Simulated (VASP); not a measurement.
BP:

```
CELL_PARAMETERS angstrom
0.00000 2.26832 2.26832
2.26832 0.00000 2.26832
2.26832 2.26832 0.00000
ATOMIC_POSITIONS crystal
B 0.00000 0.00000 0.00000
P 0.25000 0.25000 0.25000
```

Base run:

| Quantity | Value |
| --- | --- |
| Program | VASP 6.6.1 |
| Functional | PBE |
| Potentials or basis | VASP PAW PBE potentials, release 64 (B, P) |
| Cutoff | 520 eV |
| k mesh | 8 × 8 × 8 |
| Occupations | gaussian, width 0.01 eV |
| Spin | no spin polarisation |

Its results: band gap on the k mesh 1.27 eV, indirect (least direct gap 3.40 eV); pressure 1.1 GPa.

**Question.** The run is repeated on the same cell with these changes: functional from PBE to PBEsol; k mesh from 8 × 8 × 8 to 4 × 4 × 4. What comes out?

**Answer.** Band gap on the k mesh 1.20 eV, indirect (least direct gap 3.34 eV); pressure -0.6 GPa.

Several settings changed at once, so the effect can't be laid on one alone.

Caveats: some runs use coarse meshes; the PAW data sets were made with another functional, which shifts forces and pressure a little (some runs).

A k mesh can miss the band edges.
